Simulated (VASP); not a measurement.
Input of a VASP 6.6.1 run:

INCAR

```
PREC = Accurate ; ENCUT = 600
EDIFF = 1E-6 ; ISMEAR = 0
SIGMA = 0.01 ; LREAL = F
LASPH = T ; NELM = 120
ALGO = Normal ; ISIF = 2
LWAVE = F ; LCHARG = F
NBANDS = 11 ; GGA_COMPAT = F
```

Contents of KPOINTS:

```
regular mesh
0
Gamma
  4 4 4
```

File POSCAR:

```
MgO
1.0
    0.0000000000      2.1021680256      2.1021680256
    2.1021680256      0.0000000000      2.1021680256
    2.1021680256      2.1021680256      0.0000000000
Mg O
1 1
Direct
    0.0000000000      0.0000000000      0.0000000000
    0.5000000000      0.5000000000      0.5000000000
```

Potentials or basis: VASP PAW LDA potentials, release 64 (Mg, O).

Command:

```sh
$ cat potpaw_LDA.64/Mg/POTCAR potpaw_LDA.64/O/POTCAR > POTCAR
$ mpirun -np 1 vasp_std > vasp.out
```

Task: What does it give for the band gap on the k mesh?

Result: 4.70 eV, direct.

Task: Predict the pressure.

Result: -7.1 GPa.

Caveat: the k points lie up to 0.65 Å⁻¹ apart. Expect the measured gap to be larger: semilocal functionals such as LDA lack the derivative discontinuity.
